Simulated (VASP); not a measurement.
The system is Fe.

```xyz
2
Lattice="2.5118 0.0000 0.0000 -1.2559 2.1753 0.0000 0.0000 0.0000 3.9711" Properties=species:S:1:pos:R:3 pbc="T T T"
Fe    0.0000    1.4502    0.9928
Fe    1.2559    0.7251    2.9783
```

This isn't the form of Fe at room conditions, which is bcc.

| Quantity | Value |
| --- | --- |
| Program | VASP 6.6.1 |
| Task | relaxation of cell and atoms |
| Functional | PBEsol |
| Potentials or basis | VASP PAW PBE potentials, release 64 (Fe) |
| Cutoff | 600 eV |
| k mesh | 12 × 12 × 6 |
| Occupations | gaussian, width 0.1 eV |
| Spin | no spin polarisation |

At the start: pressure -26.1 GPa; volume 10.85 Å³/atom.

Question: How do energy, volume and symmetry change on relaxing?

Answer: Over 4 steps the energy falls by 94.6 meV/atom and the volume is 9.80 Å³/atom (-9.6 %); space group P6_3/mmc (No. 194, to 0.1 Å) before and after.

The path:
| step | energy change (eV) | largest force (eV/Å) | pressure (GPa) | volume (Å³) |
| --- | --- | --- | --- | --- |
| 1 | 0.0000 | 0.0000 | -26.07 | 21.70 |
| 2 | 0.4323 | 0.0000 | 78.09 | 16.61 |
| 3 | -0.1888 | 0.0000 | -1.57 | 19.68 |
| 4 | -0.1892 | 0.0000 | -0.30 | 19.61 |

Final structure:
```yaml
crystal:
  lattice:
    - [2.42879, 0.00000, 0.00000]
    - [-1.21439, 2.10339, 0.00000]
    - [0.00000, 0.00000, 3.83841]
  atoms:
    - { symbol: Fe, position: [0.33333, 0.66667, 0.25000] }
    - { symbol: Fe, position: [0.66667, 0.33333, 0.75000] }
```

Caveat: the PAW data sets were made with another functional, which shifts forces and pressure a little; the run has no spin polarisation, though such a crystal can be magnetic.
